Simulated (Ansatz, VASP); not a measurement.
SnSe2 in VASP and in Ansatz

The input INCAR:

```
PREC     = Accurate       # precision mode
ENCUT    = 600            # plane-wave cutoff, eV
EDIFF    = 1E-6           # SCF threshold, eV
ISMEAR   = -1             # smearing method
SIGMA    = 0.05           # smearing width, eV
LREAL    = F              # projectors in reciprocal space
LASPH    = T              # aspherical terms in the spheres
NELM     = 60             # most SCF steps
ALGO     = Normal         # electronic algorithm
ISIF     = 3              # what is computed and relaxed
LWAVE    = F              # write WAVECAR
LCHARG   = F              # write CHGCAR
GGA      = B5             # functional
ALDAX    = 1.0          
AGGAX    = 1.0          
AGGAC    = 1.0          
ALDAC    = 0.0          
IBRION   = 2              # ionic algorithm
NSW      = 60             # ionic steps
EDIFFG   = -0.01          # ionic threshold
```

The input KPOINTS:

```
regular mesh
0
Gamma
  8 8 5
```

Contents of POSCAR:

```
SnSe2
1.0
    3.8110000000      0.0000000000      0.0000000000
   -1.9055000000      3.3004228138      0.0000000000
    0.0000000000      0.0000000000      6.1360000000
Sn Se
1 2
Direct
    0.0000000000      0.0000000000      0.0000000000
    0.6666666667      0.3333333333      0.7510000000
    0.3333333333      0.6666666667      0.2490000000
```

Contents of input.yaml:

```yaml
crystal:
  lattice:
    - [3.811, 0.0, 0.0]
    - [-1.9055, 3.3004228138, 0.0]
    - [0.0, 0.0, 6.136]
  atoms:
    - { symbol: Sn, position: [0.0, 0.0, 0.0] }
    - { symbol: Se, position: [0.6666666667, 0.3333333333, 0.751] }
    - { symbol: Se, position: [0.3333333333, 0.6666666667, 0.249] }
hamiltonian:
  xc: blyp
  pseudopotentials: { kind: paw }
kpoints:
  mp_grid: { grid: [8, 8, 5] }
scf:
  occupations: { method: fermi_dirac, width: 0.05 }
output:
  forces: true
  stress: true
relax:
  f_tol: 0.01
  max_steps: 40
  cell: { stress_tol: 0.05 }
```

Alike in both runs: task relaxation of cell and atoms; functional BLYP; k mesh 8 × 8 × 5; occupations fermi-dirac, width 0.05 eV; no spin polarisation.

|  | VASP | Ansatz |
| --- | --- | --- |
| version | VASP 6.6.1 | Ansatz 0.2.0 |
| potentials or method | VASP PAW PBE potentials, release 64 (Sn_d, Se) | Ansatz PAW |
| plane-wave cutoff (eV) | 600 | 420 |
| valence electrons in the cell | 26 | 46 |

Ansatz gave:

- relaxed volume (Å³/atom): 42.35
- relaxed cell length with the largest relative difference (Å): 9.262

What did VASP give for the same quantities?

Relaxed volume (Å³/atom): 38.45; relaxed cell length with the largest relative difference (Å): 8.399.

VASP's potentials were made for PBE, not for BLYP. One of these differences is far larger than is usual between the two programs; its cause wasn't traced. VASP's potentials hold 26 valence electrons a cell and Ansatz's 46, so a difference there can come from the potentials and not from the codes.

Noted on VASP's run: the volume moved by over 15 % at a fixed basis, so the end points are rough. Noted on Ansatz's run: the volume moved by over 15 % at a fixed basis, so the end points are rough; odd divisions of the mesh miss points on the zone boundary, where band edges often lie, so the gap on the mesh can be too wide; the plane-wave basis is chosen anew once the cell has moved, so the energies of steps on either side of that aren't comparable.
